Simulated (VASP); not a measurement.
# AgCl (P4/mmm) in VASP: single point with PBE

Aim: the single point of AgCl with PBE.

Everything below comes from runs of VASP 6.6.1. Logs are shortened: lines on timing, memory, paths and dates and some standing lists are left out, and cuts for length are marked.

## (1) The cell of the first run

The structure is tetragonal, space group P4/mmm (No. 123). Conventional cell: a = 3.503 Å, b = 3.503 Å, c = 3.434 Å, α = 90.00°, β = 90.00°, γ = 90.00°. Ag (site symmetry 4/mmm) has 8 Cl at 3.01 Å and 6 Ag at 3.43 to 3.50 Å within 4.0 Å. Within 4.0 Å of Cl (site symmetry 4/mmm) lie 8 Ag at 3.01 Å and 6 Cl at 3.43 to 3.50 Å.

## (2) Single point, PBE (equal xx and yy strain of +2 %)

INCAR reads:

```
PREC     = Accurate       # precision mode
ENCUT    = 520            # plane-wave cutoff, eV
EDIFF    = 1E-6           # SCF threshold, eV
ISMEAR   = -1             # smearing method
SIGMA    = 0.01           # smearing width, eV
LREAL    = F              # projectors in reciprocal space
LASPH    = T              # aspherical terms in the spheres
NELM     = 100            # most SCF steps
ALGO     = Normal         # electronic algorithm
ISIF     = 2              # what is computed and relaxed
LWAVE    = F              # write WAVECAR
LCHARG   = F              # write CHGCAR
GGA      = PE             # functional
NBANDS   = 16             # bands
```

KPOINTS reads:

```
regular mesh
0
Gamma
  9 9 9
```

POSCAR reads:

```
AgCl
1.0
    3.5026524600      0.0000000000      0.0000000000
    0.0000000000      3.5026524600      0.0000000000
    0.0000000000      0.0000000000      3.4339730000
Ag Cl
1 1
Direct
    0.0000000000      0.0000000000      0.0000000000
    0.5000000000      0.5000000000      0.5000000000
```

Potentials or basis: VASP PAW PBE potentials, release 64 (Ag, Cl).

Launch:

```bash
$ cat potpaw_PBE.64/Ag/POTCAR potpaw_PBE.64/Cl/POTCAR > POTCAR
$ mpirun -np 1 vasp_std > vasp.out
```

OUTCAR:

```text
PREC = Accurate
   ENCUT = 520
   EDIFF = 1E-6
   ISMEAR = -1
   LREAL = F
   LASPH = T
   NELM = 100
   ISIF = 2
   GGA = PE

 ion  position               nearest neighbor table
   1  0.000  0.000  0.000-   2 3.01   2 3.01   2 3.01   2 3.01   2 3.01   2 3.01   2 3.01   2 3.01

   2  0.500  0.500  0.500-   1 3.01   1 3.01   1 3.01   1 3.01   1 3.01   1 3.01   1 3.01   1 3.01

  LATTYP: Found a simple tetragonal cell.
 ALAT       =     3.5026524600
 C/A-ratio  =     0.9803921569

  Lattice vectors:

 A1 = (   3.5026524600,   0.0000000000,   0.0000000000)
 A2 = (   0.0000000000,   3.5026524600,   0.0000000000)
 A3 = (   0.0000000000,   0.0000000000,   3.4339730000)

Analysis of symmetry for initial positions (statically):
=====================================================================
 Subroutine PRICEL returns:
 Original cell was already a primitive cell.

 Routine SETGRP: Setting up the symmetry group for a
 simple tetragonal supercell.

 Subroutine GETGRP returns: Found 16 space group operations
 (whereof 16 operations were pure point group operations)
 out of a pool of 16 trial point group operations.

The static configuration has the point symmetry D_4h.

Analysis of symmetry for dynamics (positions and initial velocities):
=====================================================================
 Subroutine PRICEL returns:
 Original cell was already a primitive cell.

 Routine SETGRP: Setting up the symmetry group for a
 simple tetragonal supercell.

 Subroutine GETGRP returns: Found 16 space group operations
 (whereof 16 operations were pure point group operations)
 out of a pool of 16 trial point group operations.

The dynamic configuration has the point symmetry D_4h.

 Subroutine INISYM returns: Found 16 space group operations
 (whereof 16 operations are pure point group operations),
 and found     1 'primitive' translations

----------------------------------------------------------------------------------------

                                     Primitive cell

  volume of cell :      42.1300

  direct lattice vectors                    reciprocal lattice vectors
     3.502652460  0.000000000  0.000000000     0.285497922  0.000000000  0.000000000
     0.000000000  3.502652460  0.000000000     0.000000000  0.285497922  0.000000000
     0.000000000  0.000000000  3.433973000     0.000000000  0.000000000  0.291207881

  length of vectors
     3.502652460  3.502652460  3.433973000     0.285497922  0.285497922  0.291207881

  position of ions in fractional coordinates (direct lattice)
     0.000000000  0.000000000  0.000000000
     0.500000000  0.500000000  0.500000000

  ion indices of the primitive-cell ions
   primitive index   ion index
                 1           1
                 2           2

----------------------------------------------------------------------------------------

 KPOINTS: regular mesh

Automatic generation of k-mesh.
 Grid dimensions read from file:
 generate k-points for:    9    9    9

 Generating k-lattice:

  Cartesian coordinates                     Fractional coordinates (reciprocal lattice)
     0.031721991  0.000000000  0.000000000     0.111111111  0.000000000  0.000000000
     0.000000000  0.031721991  0.000000000     0.000000000  0.111111111  0.000000000
     0.000000000  0.000000000  0.032356431     0.000000000  0.000000000  0.111111111

  Length of vectors
     0.031721991  0.031721991  0.032356431

  Shift w.r.t. Gamma in fractional coordinates (k-lattice)
     0.000000000  0.000000000  0.000000000

 Subroutine IBZKPT returns following result:
 ===========================================

 Found     75 irreducible k-points:

 Following reciprocal coordinates:
            Coordinates               Weight
  0.000000  0.000000  0.000000      1.000000
  0.111111  0.000000  0.000000      4.000000
  0.222222  0.000000  0.000000      4.000000
  0.333333  0.000000  0.000000      4.000000
  0.444444  0.000000  0.000000      4.000000
  0.111111  0.111111  0.000000      4.000000
[... 16 lines left out ...]
  0.333333  0.111111  0.111111     16.000000
  0.444444  0.111111  0.111111     16.000000
 [... further k-points ...]
   k-points           NKPTS =     75   k-points in BZ     NKDIM =     75   number of bands    NBANDS=     16
   number of dos      NEDOS =    301   number of ions     NIONS =      2
   total plane-waves  NPLWV =  21952
   dimension x,y,z NGX =    28 NGY =   28 NGZ =   28
   dimension x,y,z NGXF=    56 NGYF=   56 NGZF=   56
   ions per type =               1   1
   NGX,Y,Z   is equivalent  to a cutoff of  13.29, 13.29, 13.56 a.u.
   NGXF,Y,Z  is equivalent  to a cutoff of  26.58, 26.58, 27.11 a.u.
 SYSTEM =  unknown system
   PREC   = accura    normal or accurate (medium, high low for compatibility)
   ISTART =      0    job   : 0-new  1-cont  2-samecut
   ICHARG =      2    charge: 1-file 2-atom 10-const
   ISPIN  =      1    spin polarized calculation?
   LNONCOLLINEAR =      F non collinear calculations
   LSORBIT =      F    spin-orbit coupling
   LASPH  =      T    aspherical Exc in radial PAW
   ENCUT  =  520.0 eV  38.22 Ry    6.18 a.u.   6.51  6.51  6.38*2*pi/ulx,y,z
   NELM   =    100;   NELMIN=  2; NELMDL= -5     # of ELM steps
   EDIFF  = 0.1E-05   stopping-criterion for ELM
   LREAL  =      F    real-space projection
   EDIFFG = 0.1E-04   stopping-criterion for IOM
   NSW    =      0    number of steps for IOM
   IBRION =     -1    ionic relax: 0-MD 1-quasi-New 2-CG
   NFREE  =      0    steps in history (QN), initial steepest desc. (CG)
   ISIF   =      2    stress and relaxation
   ISYM   =      2    0-nonsym 1-usesym 2-fastsym
   POTIM  = 0.5000    time-step for ionic-motion
   TEBEG  =    0.0;   TEEND  =   0.0 temperature during run
   PSTRESS=    0.0 pullay stress
   NELECT =      18.0000    total number of electrons
   NUPDOWN=      -1.0000    fix difference up-down
   EMIN   =  10.00;   EMAX   =-10.00  energy-range for DOS
   EFERMI =   0.00;   METHOD = LEGACY
   ISMEAR =    -1;   SIGMA  =   0.01  broadening in eV -4-tet -1-fermi 0-gaus
   EFERMI_NEDOS =   21; number of points for ismear=-14 and -15
   IALGO  =     38    algorithm
   IMIX   =      4    mixing-type and parameters
     AMIX     =   0.40;   BMIX     =  1.00
     AMIX_MAG =   1.60;   BMIX_MAG =  1.00
  volume/ion in A,a.u.               =      21.06       142.15
  Fermi-wavevector in a.u.,A,eV,Ry     =   1.233016  2.330062 20.685321  1.520328
  Thomas-Fermi vector in A             =   2.367763
   LORBIT       =      0    0 simple, 1 ext, 2 COOP (PROOUT), +10 PAW based schemes
   GGA     = PE    functional components
   LHFCALC =     F    Hartree Fock is set to
   AEXX    =    0.0000 exact exchange contribution
   IVDW    =     0    specifies the selected vdW correction
   LEPSILON=     F    determine dielectric tensor
   LRPA    =     F    only Hartree local field effects (RPA)
 non-spin polarized calculation
  energy-cutoff  :      520.00
  volume of cell :       42.13
 maximum number of plane-waves:      1152
 NGX is ok and might be reduce to    28
   NGX = 13   NGY = 13   NGZ = 13

 number of electron      17.9999999 magnetization

 Free energy of the ion-electron system (eV)
  ---------------------------------------------------
  ext. energy  EPLUGINS =         0.00000000
  ---------------------------------------------------
  free energy    TOTEN  =        -5.11006082 eV

  energy without entropy =       -5.11006082  energy(sigma->0) =       -5.11006082

 E-fermi :   3.6051     XC(G=0): -10.1750

 val. band max:        3.4043928233   @ k =   0.4444   0.0000   0.0000
 cond. band min:       3.9714841739   @ k =   0.0000   0.0000   0.0000
 fundamental gap:      0.5670913506
 Fermi energy:         3.6051178564

 k-point     1 :       0.0000    0.0000    0.0000
  band No.  band energies     occupation
      1     -10.9263      2.00000
      2       0.8224      2.00000
      3       0.8585      2.00000
      4       1.6894      2.00000
      5       1.7091      2.00000
      6       1.7091      2.00000
[... 8 lines left out ...]
     15      16.9948      0.00000
     16      19.5597      0.00000

 k-point     2 :       0.1111    0.0000    0.0000
  band No.  band energies     occupation
      1     -10.8832      2.00000
      2       0.6984      2.00000
      3       0.8476      2.00000
      4       1.3905      2.00000
      5       1.4706      2.00000
      6       1.6112      2.00000
[... 8 lines left out ...]
     15      16.4015      0.00000
     16      19.7374      0.00000

 k-point     3 :       0.2222    0.0000    0.0000
  band No.  band energies     occupation
      1     -10.7699      2.00000
      2      -0.0167      2.00000
      3       0.8819      2.00000
      4       1.0585      2.00000
      5       1.1615      2.00000
      6       1.5748      2.00000
[... 8 lines left out ...]
     15      16.6929      0.00000
     16      19.6322      0.00000

 k-point     4 :       0.3333    0.0000    0.0000
  band No.  band energies     occupation
      1     -10.6333      2.00000
      2      -0.7878      2.00000
      3       0.8192      2.00000
      4       0.9234      2.00000
      5       0.9321      2.00000
      6       1.7407      2.00000
[... 8 lines left out ...]
     15      18.2096      0.00000
     16      19.5140      0.00000
[... 324 lines left out ...]
 k-point    22 :       0.2222    0.1111    0.1111
  band No.  band energies     occupation
      1     -10.6902      2.00000
      2       0.0725      2.00000
      3       0.7258      2.00000
      4       0.9226      2.00000
      5       1.1760      2.00000
      6       1.5337      2.00000
[... 8 lines left out ...]
     15      16.7240      0.00000
     16      19.3319      0.00000

 k-point    23 :       0.3333    0.1111    0.1111
  band No.  band energies     occupation
      1     -10.5630      2.00000
      2      -0.6099      2.00000
      3       0.6425      2.00000
      4       0.9667      2.00000
      5       1.0683      2.00000
      6       1.6237      2.00000
[... 8 lines left out ...]
     15      17.7993      0.00000
     16      19.2656      0.00000

 k-point    24 :       0.4444    0.1111    0.1111
  band No.  band energies     occupation
      1     -10.4756      2.00000
      2      -1.0156      2.00000
      3       0.5661      2.00000
      4       0.9424      2.00000
      5       1.0459      2.00000
      6       1.6622      2.00000
[... 8 lines left out ...]
     15      18.2988      0.00000
     16      20.0107      0.00000

 [... further k-points ...]

------------------------ aborting loop because EDIFF is reached ----------------------------------------

  FORCE on cell =-STRESS in cart. coord.  units (eV):
  Direction    XX          YY          ZZ          XY          YZ          ZX
  --------------------------------------------------------------------------------------
  -------------------------------------------------------------------------------------
  Total       -0.5781895     -0.5781895     -0.3377062      0.0000000      0.0000000     -0.0000000
  in kB      -21.9882072    -21.9882072    -12.8427682      0.0000000      0.0000000     -0.0000000
  external PRESSURE =     -18.9397276 kB  Pullay stress =       0.0000000 kB

 VOLUME and BASIS-vectors are now :
 -----------------------------------------------------------------------------
  energy-cutoff  :      520.00
  volume of cell :       42.13
      direct lattice vectors                 reciprocal lattice vectors
     3.502652460  0.000000000  0.000000000     0.285497922  0.000000000  0.000000000
     0.000000000  3.502652460  0.000000000     0.000000000  0.285497922  0.000000000
     0.000000000  0.000000000  3.433973000     0.000000000  0.000000000  0.291207881

 POSITION                                       TOTAL-FORCE (eV/Angst)
 -----------------------------------------------------------------------------------
      0.00000      0.00000      0.00000         0.000000      0.000000      0.000000
      1.75133      1.75133      1.71699         0.000000      0.000000      0.000000
 -----------------------------------------------------------------------------------
    total drift:                               -0.000000      0.000000      0.000000

  FREE ENERGIE OF THE ION-ELECTRON SYSTEM (eV)
  ---------------------------------------------------
  free  energy   TOTEN  =        -5.1100608211 eV

  energy  without entropy=       -5.1100608211  energy(sigma->0) =       -5.11006082
```

Run time: 60 s. Hardware: 1 thread of Intel Xeon 8259CL, shared host; peak memory 0.19 GiB.

What came out:

- Free energy: -5.1101 eV
- Pressure: -1.9 GPa
- Band gap on the k mesh: 0.57 eV (least direct gap 1.82 eV)

Stress tensor (GPa, compression positive):
```
-2.20  0.00  0.00
 0.00 -2.20  0.00
 0.00  0.00 -1.28
```

Caveat: the cell differs from its parent crystal (equal xx and yy strain of +2 %); an odd mesh through Γ misses points on the zone boundary, where band edges can lie.
